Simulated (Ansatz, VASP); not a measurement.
**CaCrSe3 in VASP and in Ansatz**

```
Ca Cr Se
1.0
     6.71295    0.00000    0.00000
    -3.35647    5.81358    0.00000
     0.00000    0.00000    5.88440
Ca Cr Se
2 2 6
Cartesian
  0.0000 3.8757 4.4133
  3.3565 1.9379 1.4711
  0.0000 0.0000 0.0000
  0.0000 0.0000 2.9422
  3.3565 3.8002 4.4133
  1.7436 1.0067 4.4133
  4.9693 1.0067 4.4133
  0.0000 2.0133 1.4711
  1.6129 4.8069 1.4711
  -1.6129 4.8069 1.4711
```

Alike in both runs: functional PBE; k mesh 3 × 3 × 4; occupations gaussian, width 0.1 eV; collinear spin.

Ansatz relaxed the structure, and its values are those at the end. VASP's run is a single point on that final structure, the one shown.

```csv
,VASP,Ansatz
version,VASP 6.6.1,Ansatz 0.2.0
potentials or method,"VASP PAW PBE potentials, release 64 (Ca_sv, Cr_pv, Se), cutoff 520 eV","scalar-relativistic, plane waves, PAW"
valence electrons in the cell,80,144
```

```tsv
	VASP	Ansatz	Ansatz less VASP
gap on the k mesh at the Fermi level (eV)	none	none	-
pressure (GPa)	0.1	0.0	-0.09
rms of the force components (eV/Å)	0.014	0.005	-0.0091
net moment per atom (μB)	0.44	0.44	-0.001
size of the moment on the site where the two differ most (μB)	2.53	2.39	-0.140
```

Site moments also hang on the region over which each program counts them. A gap of «none» marks a metal or a gap that the smearing closes. VASP's potentials hold 80 valence electrons a cell and Ansatz's 144, so a difference there can come from the potentials and not from the codes.

The k mesh is coarse, so the values compare programs but aren't converged.
